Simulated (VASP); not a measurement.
# Nb2Br (R3m) in VASP: single point with PBE

Aim: the single point of Nb2Br with PBE.

Everything below comes from runs of VASP 6.6.1. Logs are shortened: lines on timing, memory, paths and dates and some standing lists are left out, and cuts for length are marked.

## Step 1: The cell of the first run

It takes space group R3m (No. 160, trigonal). The conventional cell has a = 3.335 Å, b = 3.335 Å, c = 18.934 Å, α = 90.00°, β = 90.00°, γ = 120.00°. Within 3.5 Å of Nb (site symmetry 3m) lie 9 Nb at 2.69 to 3.33 Å and 3 Br at 2.95 Å. Within 3.5 Å of Nb (site symmetry 3m) lie 9 Nb at 2.69 to 3.33 Å and 3 Br at 2.93 Å. Within 3.9 Å of Br (site symmetry 3m) lie 6 Nb at 2.93 to 2.95 Å and 6 Br at 3.33 Å.

## Step 2: Single point, PBE

The input, INCAR:

```
PREC     = Accurate       # precision mode
ENCUT    = 520            # plane-wave cutoff, eV
EDIFF    = 1E-6           # SCF threshold, eV
ISMEAR   = 0              # smearing method
SIGMA    = 0.1            # smearing width, eV
LREAL    = F              # projectors in reciprocal space
LASPH    = T              # aspherical terms in the spheres
NELM     = 60             # most SCF steps
ALGO     = Normal         # electronic algorithm
ISIF     = 2              # what is computed and relaxed
LWAVE    = F              # write WAVECAR
LCHARG   = F              # write CHGCAR
GGA      = PE             # functional
NBANDS   = 24             # bands
```

The input, KPOINTS:

```
regular mesh
0
Gamma
  18 18 18
```

The input, POSCAR:

```
Nb2Br
1.0
    1.6672752293      0.9626018024      6.3114338870
   -1.6672752293      0.9626018024      6.3114338870
    0.0000000000     -1.9252036049      6.3114338870
Nb Br
2 1
Direct
    0.2158020715      0.2158020715      0.2158020715
    0.4502738782      0.4502738782      0.4502738782
    0.0006240503      0.0006240503      0.0006240503
```

Potentials or basis: VASP PAW PBE potentials, release 64 (Nb_sv, Br).

Command:

```bash
$ cat potpaw_PBE.64/Nb_sv/POTCAR potpaw_PBE.64/Br/POTCAR > POTCAR
$ mpirun -np 1 vasp_std > vasp.out
```

OUTCAR:

```text
PREC = Accurate
   ENCUT = 520
   EDIFF = 1E-6
   ISMEAR = 0
   LREAL = F
   LASPH = T
   NELM = 60
   ISIF = 2
   GGA = PE

 ion  position               nearest neighbor table
   1  0.216  0.216  0.216-   2 2.69   2 2.69   2 2.69
   2  0.450  0.450  0.450-   1 2.69   1 2.69   1 2.69
   3  0.001  0.001  0.001-

  LATTYP: Found a trigonal (rhomboedric) cell.
 ALAT       =     6.5985306418
 COS(alpha) =     0.8723119908

  Lattice vectors:

 A1 = (   1.6672752293,   0.9626018024,   6.3114338870)
 A2 = (  -1.6672752293,   0.9626018024,   6.3114338870)
 A3 = (   0.0000000000,  -1.9252036049,   6.3114338870)

Analysis of symmetry for initial positions (statically):
=====================================================================
 Subroutine PRICEL returns:
 Original cell was already a primitive cell.

 Routine SETGRP: Setting up the symmetry group for a
 trigonal (rhombohedral) supercell.

 Subroutine GETGRP returns: Found  6 space group operations
 (whereof  6 operations were pure point group operations)
 out of a pool of 12 trial point group operations.

The static configuration has the point symmetry C_3v.

Analysis of symmetry for dynamics (positions and initial velocities):
=====================================================================
 Subroutine PRICEL returns:
 Original cell was already a primitive cell.

 Routine SETGRP: Setting up the symmetry group for a
 trigonal (rhombohedral) supercell.

 Subroutine GETGRP returns: Found  6 space group operations
 (whereof  6 operations were pure point group operations)
 out of a pool of 12 trial point group operations.

The dynamic configuration has the point symmetry C_3v.

 Subroutine INISYM returns: Found  6 space group operations
 (whereof  6 operations are pure point group operations),
 and found     1 'primitive' translations

----------------------------------------------------------------------------------------

                                     Primitive cell

  volume of cell :      60.7762

  direct lattice vectors                    reciprocal lattice vectors
     1.667275229  0.962601802  6.311433887     0.299890499  0.173141860  0.052814200
    -1.667275229  0.962601802  6.311433887    -0.299890499  0.173141860  0.052814200
     0.000000000 -1.925203605  6.311433887     0.000000000 -0.346283720  0.052814200

  length of vectors
     6.598530642  6.598530642  6.598530642     0.350288102  0.350288102  0.350288102

  position of ions in fractional coordinates (direct lattice)
     0.215802072  0.215802072  0.215802072
     0.450273878  0.450273878  0.450273878
     0.000624050  0.000624050  0.000624050

  ion indices of the primitive-cell ions
   primitive index   ion index
                 1           1
                 2           2
                 3           3

----------------------------------------------------------------------------------------

 KPOINTS: regular mesh

Automatic generation of k-mesh.
 Grid dimensions read from file:
 generate k-points for:   18   18   18

 Generating k-lattice:

  Cartesian coordinates                     Fractional coordinates (reciprocal lattice)
     0.016660583  0.009618992  0.002934122     0.055555556 -0.000000000  0.000000000
    -0.016660583  0.009618992  0.002934122    -0.000000000  0.055555556  0.000000000
     0.000000000 -0.019237984  0.002934122    -0.000000000 -0.000000000  0.055555556

  Length of vectors
     0.019460450  0.019460450  0.019460450

  Shift w.r.t. Gamma in fractional coordinates (k-lattice)
     0.000000000  0.000000000  0.000000000

 Subroutine IBZKPT returns following result:
 ===========================================

 Found    580 irreducible k-points:

 Following reciprocal coordinates:
            Coordinates               Weight
  0.000000  0.000000  0.000000      1.000000
  0.055556  0.000000  0.000000      6.000000
  0.111111  0.000000  0.000000      6.000000
  0.166667  0.000000  0.000000      6.000000
  0.222222  0.000000  0.000000      6.000000
  0.277778  0.000000  0.000000      6.000000
[... 16 lines left out ...]
 -0.277778  0.055556 -0.000000     12.000000
 -0.222222  0.055556 -0.000000     12.000000
 [... further k-points ...]
   k-points           NKPTS =    580   k-points in BZ     NKDIM =    580   number of bands    NBANDS=     24
   number of dos      NEDOS =    301   number of ions     NIONS =      3
   total plane-waves  NPLWV = 125000
   dimension x,y,z NGX =    50 NGY =   50 NGZ =   50
   dimension x,y,z NGXF=   100 NGYF=  100 NGZF=  100
   ions per type =               2   1
   NGX,Y,Z   is equivalent  to a cutoff of  12.60, 12.60, 12.60 a.u.
   NGXF,Y,Z  is equivalent  to a cutoff of  25.19, 25.19, 25.19 a.u.
 SYSTEM =  unknown system
   PREC   = accura    normal or accurate (medium, high low for compatibility)
   ISTART =      0    job   : 0-new  1-cont  2-samecut
   ICHARG =      2    charge: 1-file 2-atom 10-const
   ISPIN  =      1    spin polarized calculation?
   LNONCOLLINEAR =      F non collinear calculations
   LSORBIT =      F    spin-orbit coupling
   LASPH  =      T    aspherical Exc in radial PAW
   ENCUT  =  520.0 eV  38.22 Ry    6.18 a.u.  12.27 12.27 12.27*2*pi/ulx,y,z
   NELM   =     60;   NELMIN=  2; NELMDL= -5     # of ELM steps
   EDIFF  = 0.1E-05   stopping-criterion for ELM
   LREAL  =      F    real-space projection
   EDIFFG = 0.1E-04   stopping-criterion for IOM
   NSW    =      0    number of steps for IOM
   IBRION =     -1    ionic relax: 0-MD 1-quasi-New 2-CG
   NFREE  =      0    steps in history (QN), initial steepest desc. (CG)
   ISIF   =      2    stress and relaxation
   ISYM   =      2    0-nonsym 1-usesym 2-fastsym
   POTIM  = 0.5000    time-step for ionic-motion
   TEBEG  =    0.0;   TEEND  =   0.0 temperature during run
   PSTRESS=    0.0 pullay stress
   NELECT =      33.0000    total number of electrons
   NUPDOWN=      -1.0000    fix difference up-down
   EMIN   =  10.00;   EMAX   =-10.00  energy-range for DOS
   EFERMI =   0.00;   METHOD = LEGACY
   ISMEAR =     0;   SIGMA  =   0.10  broadening in eV -4-tet -1-fermi 0-gaus
   EFERMI_NEDOS =   21; number of points for ismear=-14 and -15
   IALGO  =     38    algorithm
   IMIX   =      4    mixing-type and parameters
     AMIX     =   0.40;   BMIX     =  1.00
     AMIX_MAG =   1.60;   BMIX_MAG =  1.00
  volume/ion in A,a.u.               =      20.26       136.71
  Fermi-wavevector in a.u.,A,eV,Ry     =   1.335575  2.523871 24.269549  1.783761
  Thomas-Fermi vector in A             =   2.464269
   LORBIT       =      0    0 simple, 1 ext, 2 COOP (PROOUT), +10 PAW based schemes
   GGA     = PE    functional components
   LHFCALC =     F    Hartree Fock is set to
   AEXX    =    0.0000 exact exchange contribution
   IVDW    =     0    specifies the selected vdW correction
   LEPSILON=     F    determine dielectric tensor
   LRPA    =     F    only Hartree local field effects (RPA)
 non-spin polarized calculation
 Gauss-broadening in eV      SIGMA  =   0.10
  energy-cutoff  :      520.00
  volume of cell :       60.78
 maximum number of plane-waves:      1655
 NGX is ok and might be reduce to    50
   NGX = 25   NGY = 25   NGZ = 25

 number of electron      33.0000000 magnetization

 Free energy of the ion-electron system (eV)
  ---------------------------------------------------
  ext. energy  EPLUGINS =         0.00000000
  ---------------------------------------------------
  free energy    TOTEN  =       -21.73839146 eV

  energy without entropy =      -21.72693209  energy(sigma->0) =      -21.73266177

 E-fermi :   9.0642     XC(G=0): -11.3468

 val. band max:        9.0625184050   @ k =   0.3333   0.2222   0.2222
 cond. band min:       9.0653751399   @ k =  -0.3889  -0.3889   0.1667
 fundamental gap:      0.0028567350
 Fermi energy:         9.0642209032

 k-point     1 :       0.0000    0.0000    0.0000
  band No.  band energies     occupation
      1     -45.7741      2.00000
      2     -45.4663      2.00000
      3     -22.2612      2.00000
      4     -21.7046      2.00000
      5     -21.7046      2.00000
      6     -21.3272      2.00000
[... 16 lines left out ...]
     23      12.7133      0.00000
     24      14.4560      0.00000

 k-point     2 :       0.0556    0.0000    0.0000
  band No.  band energies     occupation
      1     -45.7712      2.00000
      2     -45.4673      2.00000
      3     -22.2590      2.00000
      4     -21.7271      2.00000
      5     -21.7101      2.00000
      6     -21.3338      2.00000
[... 16 lines left out ...]
     23      12.7529      0.00000
     24      14.7925      0.00000

 k-point     3 :       0.1111    0.0000    0.0000
  band No.  band energies     occupation
      1     -45.7626      2.00000
      2     -45.4703      2.00000
      3     -22.2532      2.00000
      4     -21.7857      2.00000
      5     -21.7256      2.00000
      6     -21.3515      2.00000
[... 16 lines left out ...]
     23      12.8631      0.00000
     24      15.2336      0.00000

 k-point     4 :       0.1667    0.0000    0.0000
  band No.  band energies     occupation
      1     -45.7489      2.00000
      2     -45.4753      2.00000
      3     -22.2458      2.00000
      4     -21.8648      2.00000
      5     -21.7485      2.00000
      6     -21.3753      2.00000
[... 16 lines left out ...]
     23      13.0170      0.00000
     24      14.9741      0.00000

 k-point     5 :       0.2222    0.0000    0.0000
  band No.  band energies     occupation
      1     -45.7310      2.00000
      2     -45.4825      2.00000
      3     -22.2395      2.00000
      4     -21.9513      2.00000
      5     -21.7756      2.00000
      6     -21.3980      2.00000
[... 16 lines left out ...]
     23      13.1774      0.00000
     24      14.5518      0.00000

 k-point     6 :       0.2778    0.0000    0.0000
  band No.  band energies     occupation
      1     -45.7105      2.00000
      2     -45.4918      2.00000
      3     -22.2370      2.00000
      4     -22.0355      2.00000
      5     -21.8032      2.00000
      6     -21.4127      2.00000
[... 16 lines left out ...]
     23      13.3104      0.00000
     24      14.1934      0.00000
[... 379 lines left out ...]
 k-point    21 :      -0.3889    0.0556   -0.0000
  band No.  band energies     occupation
      1     -45.6590      2.00000
      2     -45.5202      2.00000
      3     -22.2442      2.00000
      4     -22.1861      2.00000
      5     -21.8677      2.00000
      6     -21.3910      2.00000
[... 16 lines left out ...]
     23      13.3923      0.00000
     24      14.1590      0.00000

 k-point    22 :      -0.3333    0.0556   -0.0000
  band No.  band energies     occupation
      1     -45.6770      2.00000
      2     -45.5093      2.00000
      3     -22.2402      2.00000
      4     -22.1385      2.00000
      5     -21.8511      2.00000
      6     -21.4063      2.00000
[... 16 lines left out ...]
     23      13.3540      0.00000
     24      14.0816      0.00000

 k-point    23 :      -0.2778    0.0556   -0.0000
  band No.  band energies     occupation
      1     -45.6981      2.00000
      2     -45.4979      2.00000
      3     -22.2370      2.00000
      4     -22.0732      2.00000
      5     -21.8280      2.00000
      6     -21.4105      2.00000
[... 16 lines left out ...]
     23      13.3409      0.00000
     24      14.1236      0.00000

 k-point    24 :      -0.2222    0.0556   -0.0000
  band No.  band energies     occupation
      1     -45.7192      2.00000
      2     -45.4877      2.00000
      3     -22.2374      2.00000
      4     -21.9956      2.00000
      5     -21.8003      2.00000
      6     -21.4024      2.00000
[... 16 lines left out ...]
     23      13.2706      0.00000
     24      14.3977      0.00000

 [... further k-points ...]
[... 5 lines left out ...]
  --------------------------------------------------------------------------------------
  -------------------------------------------------------------------------------------
  Total       -0.0767696     -0.0767696     -0.0767681     -0.0000000      0.0000000      0.0000000
  in kB       -2.0237960     -2.0237960     -2.0237554     -0.0000000      0.0000000      0.0000000
  external PRESSURE =      -2.0237824 kB  Pullay stress =       0.0000000 kB

 VOLUME and BASIS-vectors are now :
 -----------------------------------------------------------------------------
  energy-cutoff  :      520.00
  volume of cell :       60.78
      direct lattice vectors                 reciprocal lattice vectors
     1.667275229  0.962601802  6.311433887     0.299890499  0.173141860  0.052814200
    -1.667275229  0.962601802  6.311433887    -0.299890499  0.173141860  0.052814200
     0.000000000 -1.925203605  6.311433887     0.000000000 -0.346283720  0.052814200

 POSITION                                       TOTAL-FORCE (eV/Angst)
 -----------------------------------------------------------------------------------
      0.00000     -0.00000      4.08606         0.000000      0.000000     -0.010378
      0.00000     -0.00000      8.52562         0.000000     -0.000000      0.017759
      0.00000     -0.00000      0.01182         0.000000      0.000000     -0.007381
 -----------------------------------------------------------------------------------
    total drift:                               -0.000000      0.000000      0.000590

  FREE ENERGIE OF THE ION-ELECTRON SYSTEM (eV)
  ---------------------------------------------------
  free  energy   TOTEN  =       -21.7383914563 eV

  energy  without entropy=      -21.7269320895  energy(sigma->0) =      -21.73266177
```

Wall time 39 min (1 thread of Intel Xeon Platinum 8259CL at 2.50GHz (Skylake/Cascade Lake), shared host); peak memory 0.92 GiB.

Results:

```yaml
Free_energy: -21.7384 eV
Pressure: -0.2 GPa
Largest_force: 0.018 eV/Å
Band_gap_on_the_k_mesh: zero (an odd number of electrons rules out a gap without spin polarisation)
```

Forces on the atoms (eV/Å):
```
Nb   0.000  0.000 -0.010
Nb   0.000  0.000  0.018
Br   0.000  0.000 -0.007
```

Levels at points of the mesh, in eV from the Fermi level:
| k point | band 12 | band 13 | band 14 | band 15 | band 16 | band 17 | band 18 | band 19 | band 20 | band 21 |
| --- | --- | --- | --- | --- | --- | --- | --- | --- | --- | --- |
| (0.00, 0.00, 0.00) | -2.85 | -2.85 | -2.65 | -0.75 | -0.75 | -0.47 | -0.47 | 1.61 | 2.43 | 2.43 |
| (0.50, 0.00, 0.00) | -3.91 | -2.90 | -1.67 | -1.39 | -0.61 | 0.66 | 1.17 | 2.17 | 2.82 | 3.21 |
| (0.50, 0.50, 0.00) | -4.04 | -3.12 | -2.23 | -1.06 | 0.13 | 0.97 | 1.59 | 2.39 | 2.62 | 2.85 |
| (0.50, 0.50, 0.50) | -2.93 | -2.93 | -2.18 | -0.77 | -0.77 | -0.22 | -0.22 | 2.30 | 2.30 | 2.43 |
